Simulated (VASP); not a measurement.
A run of VASP 6.6.1:

Contents of INCAR:

```
  PREC = Accurate
  ENCUT = 520
  EDIFF = 1E-6
  ISMEAR = -1
  SIGMA = 0.1
  LREAL = F
  LASPH = T
  NELM = 80
  ALGO = Normal
  ISIF = 2
  LWAVE = F
  LCHARG = F
  GGA = RE
  NBANDS = 9
```

KPOINTS

```
regular mesh
0
Gamma
  9 9 9
```

POSCAR

```
Mg
1.0
    0.0000000000      3.4734667056      3.4734667056
    3.4734667056      0.0000000000      3.4734667056
    3.4734667056      3.4734667056      0.0000000000
Mg
2
Direct
    0.1250000000      0.1250000000      0.1250000000
    0.8750000000      0.8750000000      0.8750000000
```

Potentials or basis: VASP PAW PBE potentials, release 64 (Mg).

Command:

```sh
$ cat potpaw_PBE.64/Mg/POTCAR > POTCAR
$ mpirun -np 1 vasp_std > vasp.out
```

Hardware: 1 thread of AMD EPYC 7R13, with other jobs on the host.

Q: Estimate the wall time of this run.

A: Run time: 48 s on 1 thread of AMD EPYC 7R13, on a shared host, peak memory 0.2 GiB. Counts: scf iterations 10, k points 35.
